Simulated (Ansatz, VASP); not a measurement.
# NaCl: VASP beside Ansatz

```
Na Cl
1.0
     0.00000    2.61937    2.83175
     3.04413    0.00000    2.83175
     3.04413    2.61937    0.00000
Na Cl
1 1
Direct
  0.00000 0.00000 0.00000
  0.50000 0.50000 0.50000
```

Change from the starting cell: strain +0.0750 x Voigt [1, -1, 0, 0, 0, 0], atoms carried along.

Alike in both runs: task single point; functional PBEsol; k mesh 8 × 8 × 8; occupations gaussian, width 0.05 eV; no spin polarisation.

|  | VASP | Ansatz |
| --- | --- | --- |
| version | VASP 6.6.1 | Ansatz 0.2.0 |
| potentials or method | VASP PAW PBE potentials, release 64 (Na_pv, Cl), cutoff 520 eV | scalar-relativistic, plane waves, PAW |
| valence electrons in the cell | 14 | 16 |

Ansatz gave:

| Item | Value |
| --- | --- |
| gap on the k mesh at the Fermi level (eV) | 4.90 |
| least direct gap on the mesh (eV) | 4.90 |
| pressure (GPa) | 0.4 |
| traceless stress, the component that is largest in VASP (GPa) | 3.57 |

**Question.** What did VASP give for the same quantities?

**Answer.** gap on the k mesh at the Fermi level (eV): 4.89; least direct gap on the mesh (eV): 4.89; pressure (GPa): 0.4; traceless stress, the component that is largest in VASP (GPa): 3.64.

VASP's potentials were made for PBE, not for PBEsol. VASP's potentials hold 14 valence electrons a cell and Ansatz's 16, so a difference there can come from the potentials and not from the codes.
